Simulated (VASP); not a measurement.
A run of VASP 6.6.1 is set up as follows.

Contents of INCAR:

```
SYSTEM = Si
  PREC = Accurate
  ENCUT = 500
  EDIFF = 1E-6
  ISMEAR = 0
  SIGMA = 0.15
  LREAL = .FALSE.
  LASPH = .TRUE.
  NELM = 120
  ALGO = Normal
  ISIF = 2
  LWAVE = .FALSE.
  LCHARG = .TRUE.
  GGA = CA
  LELF = .TRUE.
  LVHAR = .TRUE.
  NBANDS = 46
  GGA_COMPAT = .FALSE.
```

File KPOINTS:

```
Automatic mesh
0
G
  7 7 4
  0 0 0
```

Contents of POSCAR:

```
Si
1.0
   -3.2836945321      3.2836945321     -3.2836945321
   -3.2836945321     -3.2836945321      3.2836945321
    0.0000000000      8.6887094078      8.6887094078
Si
16
Direct
    0.8977581535      0.8977581535      0.6055456518
    0.3977581535      0.3977581535      0.2276190372
    0.2500000000      0.9544836931      0.7172291293
    0.7500000000      0.4544836931      0.3393025146
    0.6477581535      0.1477581535      0.6399492994
    0.1477581535      0.6477581535      0.2620226848
    0.7044836931      0.5000000000      0.5282658219
    0.2044836931      0.0000000000      0.1503392073
    0.6022418465      0.6022418465      0.0730593775
    0.1022418465      0.1022418465      0.4509859921
    0.2500000000      0.5455163069      0.7172291293
    0.7500000000      0.0455163069      0.3393025146
    0.8522418465      0.3522418465      0.0386557298
    0.3522418465      0.8522418465      0.4165823445
    0.2955163069      0.5000000000      0.5282658219
    0.7955163069      0.0000000000      0.1503392073
```

Potentials or basis: VASP PAW LDA potentials, release 64 (Si).

The run is started by

```console
$ cat potpaw_LDA.64/Si/POTCAR > POTCAR
$ mpirun -np 1 vasp_std > vasp.out
```

(1) Predict the pressure.

(2) Predict the band gap on the k mesh.

(3) Predict the largest force.

Results:

(1) -1.9 GPa.

(2) zero (bands 32 and 33 overlap by 0.23 eV).

(3) 0.955 eV/Å.

Caveat: the cell differs from its parent crystal (the distance across one plane changed); semilocal functionals underestimate gaps, and a narrow one can read as zero.
